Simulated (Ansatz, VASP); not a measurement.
**Mo: VASP beside Ansatz**

```
CELL_PARAMETERS angstrom
-1.58022 1.58022 1.58022
1.58022 -1.58022 1.58022
1.58022 1.58022 -1.58022
ATOMIC_POSITIONS crystal
Mo 0.00000 0.00000 0.00000
```

Alike in both runs: functional PBE; k mesh 18 × 18 × 18; occupations gaussian, width 0.1 eV; no spin polarisation.

Ansatz relaxed the structure, and its values are those at the end. VASP's run is a single point on that final structure, the one shown.

```csv
,VASP,Ansatz
version,VASP 6.6.1,Ansatz 0.2.0
potentials or method,"VASP PAW PBE potentials, release 64 (Mo_sv), cutoff 520 eV","scalar-relativistic, plane waves, PAW"
valence electrons in the cell,14,14
```

```tsv
	VASP	Ansatz	Ansatz less VASP
gap on the k mesh at the Fermi level (eV)	none	none	-
pressure (GPa)	0.5	0.0	-0.51
```

A gap of «none» marks a metal or a gap that the smearing closes.
